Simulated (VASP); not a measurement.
# Ti5Si in VASP: a series of runs

Ti5Si is run at these levels: LDA; tasks: single point.

Program: VASP 6.6.1. These are calculated values, not measurements. Logs are shortened: lines on timing, memory, paths and dates and some standing lists are left out, and cuts for length are marked.

## (1) The cell of the first run

The cell holds a slab with vacuum, 6 atoms: a = 2.864 Å, b = 2.864 Å, c = 24.491 Å, α = 90.00°, β = 90.00°, γ = 120.00°.

## (2) Single point, LDA

Input file INCAR:

```
SYSTEM = Ti5Si
ALGO = Normal
DIPOL = 0.5 0.5 0.396
EDIFF = 1E-7
ENCUT = 520
IDIPOL = 3
ISIF = 2
ISMEAR = 0
LASPH = .TRUE.
LCHARG = .TRUE.
LDIPOL = .TRUE.
LELF = .TRUE.
LREAL = .FALSE.
LVACPOTAV = .TRUE.
LVHAR = .TRUE.
LWAVE = .FALSE.
NBANDS = 41
NELM = 100
PREC = Accurate
SIGMA = 0.1
```

Input file KPOINTS:

```
k-points
0
G
  9 9 1
  0 0 0
```

Input file POSCAR:

```
Ti5Si
1.0
    2.8641158409      0.0000000000      0.0000000000
   -1.4320579204      2.4803970776      0.0000000000
    0.0000000000      0.0000000000     24.4912645050
Ti Si
5 1
Direct
    0.6666666667      0.3333333333      0.1633235393
    0.3333333333      0.6666666667      0.2559152254
    0.6666666667      0.3333333333      0.3495151210
    0.3333333333      0.6666666667      0.4443907924
    0.6666666667      0.3333333333      0.5304448246
    0.6666666667      0.5000000000      0.6315099085
```

Potentials or basis: VASP PAW LDA potentials, release 64 (Ti_sv, Si).

The run is started by

```sh
> cat potpaw_LDA.64/Ti_sv/POTCAR potpaw_LDA.64/Si/POTCAR > POTCAR
> mpirun -np 1 vasp_std > vasp.out
```

OUTCAR:

```text
SYSTEM = Ti5Si
   EDIFF = 1E-7
   ENCUT = 520
   ISIF = 2
   ISMEAR = 0
   LASPH = .TRUE.
   LREAL = .FALSE.
   NELM = 100
   PREC = Accurate

 ion  position               nearest neighbor table
   1  0.667  0.333  0.163-   2 2.81   2 2.81   2 2.81
   2  0.333  0.667  0.256-   1 2.81   1 2.81   1 2.81   3 2.83   3 2.83   3 2.83
   3  0.667  0.333  0.350-   2 2.83   2 2.83   2 2.83   4 2.85   4 2.85   4 2.85
   4  0.333  0.667  0.444-   5 2.68   5 2.68   5 2.68   3 2.85   3 2.85   3 2.85
   5  0.667  0.333  0.530-   6 2.52   4 2.68   4 2.68   4 2.68
   6  0.667  0.500  0.632-   5 2.52

  LATTYP: Found a hexagonal cell.
 ALAT       =     2.8641158409
 C/A-ratio  =     8.5510733034

  Lattice vectors:

 A1 = (   2.8641158409,   0.0000000000,   0.0000000000)
 A2 = (  -1.4320579204,   2.4803970776,   0.0000000000)
 A3 = (   0.0000000000,   0.0000000000,  24.4912645050)

Analysis of symmetry for initial positions (statically):
=====================================================================
 Subroutine PRICEL returns:
 Original cell was already a primitive cell.

 Routine SETGRP: Setting up the symmetry group for a
 hexagonal supercell.

 Subroutine GETGRP returns: Found  1 space group operations
 (whereof  1 operations were pure point group operations)
 out of a pool of 24 trial point group operations.

The static configuration has the point symmetry C_1 .

Analysis of symmetry for dynamics (positions and initial velocities):
=====================================================================
 Subroutine PRICEL returns:
 Original cell was already a primitive cell.

 Routine SETGRP: Setting up the symmetry group for a
 hexagonal supercell.

 Subroutine GETGRP returns: Found  1 space group operations
 (whereof  1 operations were pure point group operations)
 out of a pool of 24 trial point group operations.

The dynamic configuration has the point symmetry C_1 .

 Subroutine INISYM returns: Found  1 space group operations
 (whereof  1 operations are pure point group operations),
 and found     1 'primitive' translations

----------------------------------------------------------------------------------------

                                     Primitive cell

  volume of cell :     173.9895

  direct lattice vectors                    reciprocal lattice vectors
     2.864115841  0.000000000  0.000000000     0.349147889  0.201580628  0.000000000
    -1.432057920  2.480397078  0.000000000     0.000000000  0.403161256  0.000000000
     0.000000000  0.000000000 24.491264505     0.000000000  0.000000000  0.040830885

  length of vectors
     2.864115841  2.864115841 24.491264505     0.403161256  0.403161256  0.040830885

  position of ions in fractional coordinates (direct lattice)
     0.666666667  0.333333333  0.163323539
     0.333333333  0.666666667  0.255915225
     0.666666667  0.333333333  0.349515121
     0.333333333  0.666666667  0.444390792
     0.666666667  0.333333333  0.530444825
     0.666666667  0.500000000  0.631509908

  ion indices of the primitive-cell ions
   primitive index   ion index
                 1           1
                 2           2
                 3           3
                 4           4
                 5           5
                 6           6

----------------------------------------------------------------------------------------

 KPOINTS: k-points

Automatic generation of k-mesh.
 Grid dimensions read from file:
 generate k-points for:    9    9    1

 Generating k-lattice:

  Cartesian coordinates                     Fractional coordinates (reciprocal lattice)
     0.038794210  0.022397848  0.000000000     0.111111111 -0.000000000  0.000000000
     0.000000000  0.044795695  0.000000000     0.000000000  0.111111111  0.000000000
     0.000000000  0.000000000  0.040830885     0.000000000  0.000000000  1.000000000

  Length of vectors
     0.044795695  0.044795695  0.040830885

  Shift w.r.t. Gamma in fractional coordinates (k-lattice)
     0.000000000  0.000000000  0.000000000

 Subroutine IBZKPT returns following result:
 ===========================================

 Found     41 irreducible k-points:

 Following reciprocal coordinates:
            Coordinates               Weight
  0.000000  0.000000  0.000000      1.000000
  0.111111 -0.000000  0.000000      2.000000
  0.000000  0.111111  0.000000      2.000000
 -0.111111  0.111111  0.000000      2.000000
  0.222222 -0.000000  0.000000      2.000000
  0.000000  0.222222  0.000000      2.000000
[... 16 lines left out ...]
  0.333333  0.111111  0.000000      2.000000
 -0.111111  0.444444  0.000000      2.000000
 [... further k-points ...]
   k-points           NKPTS =     41   k-points in BZ     NKDIM =     41   number of bands    NBANDS=     41
   number of dos      NEDOS =    301   number of ions     NIONS =      6
   total plane-waves  NPLWV = 110592
   dimension x,y,z NGX =    24 NGY =   24 NGZ =  192
   dimension x,y,z NGXF=    48 NGYF=   48 NGZF=  384
   ions per type =               5   1
   NGX,Y,Z   is equivalent  to a cutoff of  13.93, 13.93, 13.03 a.u.
   NGXF,Y,Z  is equivalent  to a cutoff of  27.86, 27.86, 26.07 a.u.
 SYSTEM =  Ti5Si
   PREC   = accura    normal or accurate (medium, high low for compatibility)
   ISTART =      0    job   : 0-new  1-cont  2-samecut
   ICHARG =      2    charge: 1-file 2-atom 10-const
   ISPIN  =      1    spin polarized calculation?
   LNONCOLLINEAR =      F non collinear calculations
   LSORBIT =      F    spin-orbit coupling
   LASPH  =      T    aspherical Exc in radial PAW
   ENCUT  =  520.0 eV  38.22 Ry    6.18 a.u.   5.33  5.33 45.54*2*pi/ulx,y,z
   NELM   =    100;   NELMIN=  2; NELMDL= -5     # of ELM steps
   EDIFF  = 0.1E-06   stopping-criterion for ELM
   LREAL  =      F    real-space projection
   EDIFFG = 0.1E-05   stopping-criterion for IOM
   NSW    =      0    number of steps for IOM
   IBRION =     -1    ionic relax: 0-MD 1-quasi-New 2-CG
   NFREE  =      0    steps in history (QN), initial steepest desc. (CG)
   ISIF   =      2    stress and relaxation
   ISYM   =      2    0-nonsym 1-usesym 2-fastsym
   POTIM  = 0.5000    time-step for ionic-motion
   TEBEG  =    0.0;   TEEND  =   0.0 temperature during run
   PSTRESS=    0.0 pullay stress
   NELECT =      64.0000    total number of electrons
   NUPDOWN=      -1.0000    fix difference up-down
   EMIN   =  10.00;   EMAX   =-10.00  energy-range for DOS
   EFERMI =   0.00;   METHOD = LEGACY
   ISMEAR =     0;   SIGMA  =   0.10  broadening in eV -4-tet -1-fermi 0-gaus
   EFERMI_NEDOS =   21; number of points for ismear=-14 and -15
   IALGO  =     38    algorithm
   IMIX   =      4    mixing-type and parameters
     AMIX     =   0.40;   BMIX     =  1.00
     AMIX_MAG =   1.60;   BMIX_MAG =  1.00
  volume/ion in A,a.u.               =      29.00       195.69
  Fermi-wavevector in a.u.,A,eV,Ry     =   1.172989  2.216627 18.720289  1.375902
  Thomas-Fermi vector in A             =   2.309409
   LORBIT       =      0    0 simple, 1 ext, 2 COOP (PROOUT), +10 PAW based schemes
   GGA     = CA    functional components
   LHFCALC =     F    Hartree Fock is set to
   AEXX    =    0.0000 exact exchange contribution
   IVDW    =     0    specifies the selected vdW correction
   LEPSILON=     F    determine dielectric tensor
   LRPA    =     F    only Hartree local field effects (RPA)
 non-spin polarized calculation
 Gauss-broadening in eV      SIGMA  =   0.10
  energy-cutoff  :      520.00
  volume of cell :      173.99
 maximum number of plane-waves:      4747
 NGX is ok and might be reduce to    24
   NGX = 11   NGY = 11   NGZ = 91

 dipolmoment           0.000000      0.000000     -0.030890 electrons x Angstroem

 number of electron      64.0000008 magnetization

 dipolmoment           0.000000      0.000000      0.011220 electrons x Angstroem

 Free energy of the ion-electron system (eV)
  ---------------------------------------------------
  ext. energy  EPLUGINS =         0.00000000
  ---------------------------------------------------
  free energy    TOTEN  =       -46.58952483 eV

  energy without entropy =      -46.54418894  energy(sigma->0) =      -46.56685688

 E-fermi :   2.8613     XC(G=0):  -7.4754

 val. band max:        2.8448167812   @ k =   0.2222   0.1111   0.0000
 cond. band min:       2.8645885524   @ k =  -0.2222  -0.4444   0.0000
 fundamental gap:      0.0197717712
 Fermi energy:         2.8613154509

 k-point     1 :       0.0000    0.0000    0.0000
  band No.  band energies     occupation
      1     -53.3003      2.00000
      2     -53.1516      2.00000
      3     -53.0943      2.00000
      4     -53.0162      2.00000
      5     -52.9551      2.00000
      6     -30.1964      2.00000
[... 33 lines left out ...]
     40       4.0295      0.00000
     41       4.0797      0.00000

 k-point     2 :       0.1111   -0.0000    0.0000
  band No.  band energies     occupation
      1     -53.2875      2.00000
      2     -53.1350      2.00000
      3     -53.0810      2.00000
      4     -53.0066      2.00000
      5     -52.9480      2.00000
      6     -30.1681      2.00000
[... 33 lines left out ...]
     40       3.9630      0.00000
     41       4.0917      0.00000

 k-point     3 :       0.0000    0.1111    0.0000
  band No.  band energies     occupation
      1     -53.2875      2.00000
      2     -53.1350      2.00000
      3     -53.0810      2.00000
      4     -53.0066      2.00000
      5     -52.9480      2.00000
      6     -30.1681      2.00000
[... 33 lines left out ...]
     40       3.9636      0.00000
     41       4.0921      0.00000

 k-point     4 :      -0.1111    0.1111    0.0000
  band No.  band energies     occupation
      1     -53.2875      2.00000
      2     -53.1350      2.00000
      3     -53.0810      2.00000
      4     -53.0066      2.00000
      5     -52.9480      2.00000
      6     -30.1680      2.00000
[... 825 lines left out ...]
     40       4.5342      0.00000
     41       4.6279      0.00000

 k-point    23 :       0.3333    0.1111    0.0000
  band No.  band energies     occupation
      1     -53.1983      2.00000
      2     -53.0095      2.00000
      3     -52.9832      2.00000
      4     -52.9438      2.00000
      5     -52.9111      2.00000
      6     -30.1244      2.00000
[... 33 lines left out ...]
     40       4.3861      0.00000
     41       4.7104      0.00000

 k-point    24 :      -0.1111    0.4444    0.0000
  band No.  band energies     occupation
      1     -53.1984      2.00000
      2     -53.0095      2.00000
      3     -52.9832      2.00000
      4     -52.9438      2.00000
      5     -52.9111      2.00000
      6     -30.1240      2.00000
[... 33 lines left out ...]
     40       4.4840      0.00000
     41       4.7426      0.00000

 [... further k-points ...]
[... 5 lines left out ...]
  --------------------------------------------------------------------------------------
  -------------------------------------------------------------------------------------
  Total       -3.0145549     -3.3628681     -0.4572977     -0.2170440      0.8653914     -0.5979078
  in kB      -27.7594454    -30.9668774     -4.2110134     -1.9986439      7.9689329     -5.5058172
  external PRESSURE =     -20.9791121 kB  Pullay stress =       0.0000000 kB

 VOLUME and BASIS-vectors are now :
 -----------------------------------------------------------------------------
  energy-cutoff  :      520.00
  volume of cell :      173.99
      direct lattice vectors                 reciprocal lattice vectors
     2.864115841  0.000000000  0.000000000     0.349147889  0.201580628  0.000000000
    -1.432057920  2.480397078  0.000000000     0.000000000  0.403161256  0.000000000
     0.000000000  0.000000000 24.491264505     0.000000000  0.000000000  0.040830885

 POSITION                                       TOTAL-FORCE (eV/Angst)
 -----------------------------------------------------------------------------------
      1.43206      0.82680      4.00000        -0.001637      0.000893      0.567824
     -0.00000      1.65360      6.26769        -0.002948      0.001933     -0.516594
      1.43206      0.82680      8.56007        -0.002357      0.011370      0.107959
     -0.00000      1.65360     10.88369        -0.000873      0.042041     -0.791573
      1.43206      0.82680     12.99126         0.268393     -0.470724      0.625692
      1.19338      1.24020     15.46648        -0.260578      0.414487      0.006692
 -----------------------------------------------------------------------------------
    total drift:                               -0.000053      0.000088     -0.000654

  FREE ENERGIE OF THE ION-ELECTRON SYSTEM (eV)
  ---------------------------------------------------
  free  energy   TOTEN  =       -46.5895248262 eV

  energy  without entropy=      -46.5441889399  energy(sigma->0) =      -46.56685688

 vacuum level on the upper side and lower side of the slab         7.828         7.540
```

Run time: 9.1 min. Hardware: 1 thread of Intel Xeon Platinum 8488C (Sapphire Rapids), shared host; peak memory 0.37 GiB.

What came out:

```
Free energy            : -46.5895 eV
Largest force          : 0.828 eV/Å
Band gap on the k mesh : zero (band 32 reaches 3.50 eV, above the bottom of band 33 at 2.54 eV)
```

Forces on the atoms (eV/Å):
```
Ti  -0.002  0.001  0.568
Ti  -0.003  0.002 -0.517
Ti  -0.002  0.011  0.108
Ti  -0.001  0.042 -0.792
Ti   0.268 -0.471  0.626
Si  -0.261  0.414  0.007
```

Levels at points of the mesh, in eV from the Fermi level:
```
           k point  band 29  band 30  band 31  band 32  band 33  band 34  band 35  band 36
(0.00, 0.00, 0.00)     0.23     0.51     0.63     0.64     0.70     0.70     0.74     0.75
```

## (3) Single point, LDA

Input file INCAR:

```
SYSTEM = Ti5Si
  PREC = Accurate
  ENCUT = 520
  EDIFF = 1E-7
  ISMEAR = 0
  SIGMA = 0.1
  LREAL = .FALSE.
  LASPH = .TRUE.
  NELM = 100
  ALGO = Normal
  ISIF = 2
  LWAVE = .FALSE.
  LCHARG = .TRUE.
  LDIPOL = .TRUE.
  IDIPOL = 3
  DIPOL = 0.5 0.5 0.394
  LELF = .TRUE.
  LVHAR = .TRUE.
  LVACPOTAV = .TRUE.
  NBANDS = 41
```

Input file KPOINTS:

```
regular mesh
0
G
  9 9 1
  0 0 0
```

POSCAR: that of step 2 with these lines changed.

```diff
@@ -13,2 +13,2 @@
     0.6666666667      0.3333333333      0.5304448246
-    0.6666666667      0.5000000000      0.6315099085
+    0.8333333333      1.0000000000      0.6205957894
```

Potentials or basis: VASP PAW LDA potentials, release 64 (Ti_sv, Si).

The run is started by

```sh
> cat potpaw_LDA.64/Ti_sv/POTCAR potpaw_LDA.64/Si/POTCAR > POTCAR
> mpirun -np 1 vasp_std > vasp.out
```

It took 12 min on 1 thread of Intel Xeon Platinum 8488C (Sapphire Rapids), shared host; peak memory 0.39 GiB.

The run converged. Its results:

```
Free energy            : -47.0710 eV
Largest force          : 0.750 eV/Å
Band gap on the k mesh : zero (band 32 reaches 3.44 eV, above the bottom of band 33 at 2.47 eV)
```

Forces on the atoms (eV/Å):
```
Ti   0.000  0.001  0.574
Ti   0.001 -0.006 -0.508
Ti   0.007  0.003 -0.003
Ti   0.062 -0.005 -0.629
Ti  -0.422  0.304  0.540
Si   0.351 -0.297  0.026
```

Levels at points of the mesh, in eV from the Fermi level:
| k point | band 28 | band 29 | band 30 | band 31 | band 32 | band 33 | band 34 | band 35 | band 36 | band 37 |
| --- | --- | --- | --- | --- | --- | --- | --- | --- | --- | --- |
| (0.00, 0.00, 0.00) | -0.18 | 0.24 | 0.51 | 0.65 | 0.66 | 0.70 | 0.71 | 0.75 | 0.76 | 0.77 |

## (4) Single point, LDA

Input file INCAR:

```
SYSTEM = Ti5Si
PREC = Accurate ; ENCUT = 520
EDIFF = 1E-6 ; ISMEAR = 0
SIGMA = 0.1 ; LREAL = .FALSE.
LASPH = .TRUE. ; NELM = 60
ALGO = Normal ; ISIF = 2
LWAVE = .FALSE. ; LCHARG = .FALSE.
LDIPOL = .TRUE. ; IDIPOL = 3
DIPOL = 0.5 0.5 0.394 ; GGA = CA
NBANDS = 41
```

KPOINTS is that of step 3.

POSCAR: that of step 3 with these lines changed.

```diff
@@ -13,2 +13,2 @@
     0.6666666667      0.3333333333      0.5304448246
-    0.8333333333      1.0000000000      0.6205957894
+    1.1666666667      0.6666666667      0.6204312202
```

The run is started by

```sh
> cat potpaw_LDA.64/Ti_sv/POTCAR potpaw_LDA.64/Si/POTCAR > POTCAR
> mpirun -np 1 vasp_std > vasp.out
```

It took 16 min on 1 thread of Intel Xeon Platinum 8488C (Sapphire Rapids), shared host; peak memory 0.37 GiB.

Results (log left out):

```yaml
Free_energy: -47.0661 eV
Largest_force: 0.752 eV/Å
Band_gap_on_the_k_mesh: zero (band 32 reaches 3.43 eV, above the bottom of band 33 at 2.49 eV)
```

Forces on the atoms (eV/Å):
```
Ti   0.002 -0.004  0.569
Ti  -0.003  0.008 -0.507
Ti  -0.006  0.001  0.019
Ti   0.004  0.017 -0.705
Ti  -0.334 -0.302  0.602
Si   0.338  0.280  0.022
```

Levels at points of the mesh, in eV from the Fermi level:
```csv
k point,band 29,band 30,band 31,band 32,band 33,band 34,band 35,band 36
"(0.00, 0.00, 0.00)",0.24,0.52,0.64,0.64,0.71,0.71,0.75,0.76
```
